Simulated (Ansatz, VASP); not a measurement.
This is a calculation of TiAl3 for VASP 6.6.1.

File INCAR:

```
PREC = Accurate
ENCUT = 520
EDIFF = 1E-6
ISMEAR = 0
SIGMA = 0.016
LREAL = F
LASPH = T
NELM = 60
ALGO = Fast
ISIF = 2
LWAVE = F
LCHARG = T
GGA = PE
LELF = T
LVHAR = T
NBANDS = 18
```

Contents of KPOINTS:

```
regular mesh
0
Gamma
  10 10 10
```

File POSCAR:

```
TiAl3
1.0
   -1.9111067713      1.9111067713      4.2806687947
    1.9111067713     -1.9111067713      4.2806687947
    1.9111067713      1.9111067713     -4.2806687947
Ti Al
1 3
Direct
    0.0000000000      0.0000000000      0.0000000000
    0.2500000000      0.7500000000      0.5000000000
    0.7500000000      0.2500000000      0.5000000000
    0.5000000000      0.5000000000      0.0000000000
```

Potentials or basis: VASP PAW PBE potentials, release 64 (Ti_sv, Al).

The run is started by

```console
$ cat potpaw_PBE.64/Ti_sv/POTCAR potpaw_PBE.64/Al/POTCAR > POTCAR
$ mpirun -np 1 vasp_std > vasp.out
```

Set up the same calculation for Ansatz 0.2.0. Potentials there: Ansatz PAW.

As run (the cutoff follows the program's own potentials):

File input.yaml:

```yaml
crystal:
  lattice:
    - [-1.9111067713, 1.9111067713, 4.2806687947]
    - [1.9111067713, -1.9111067713, 4.2806687947]
    - [1.9111067713, 1.9111067713, -4.2806687947]
  atoms:
    - { symbol: Ti, position: [0.0, 0.0, 0.0] }
    - { symbol: Al, position: [0.25, 0.75, 0.5] }
    - { symbol: Al, position: [0.75, 0.25, 0.5] }
    - { symbol: Al, position: [0.5, 0.5, 0.0] }
hamiltonian:
  xc: pbe
  pseudopotentials: { kind: paw }
kpoints:
  mp_grid: { grid: [10, 10, 10] }
scf:
  occupations: { method: gaussian, width: 0.016 }
output:
  forces: true
  stress: true
  eigenvalues: true
```

Potentials or basis: Ansatz PAW.

Command:

```bash
$ ansatz run input.yaml --threads 1 --pin off --max-ram 3584MiB --backend cpu --events-out ev --progress --plain --runs-dir out
```

Both were run:

|  | VASP | Ansatz | Ansatz less VASP |
| --- | --- | --- | --- |
| gap on the k mesh at the Fermi level (eV) | none | none | - |
| pressure (GPa) | 2.0 | 2.1 | +0.11 |
| traceless stress, the component that is largest in VASP (GPa) | -0.15 | -0.15 | 0.000 |

A gap of «none» marks a metal or a gap that the smearing closes.
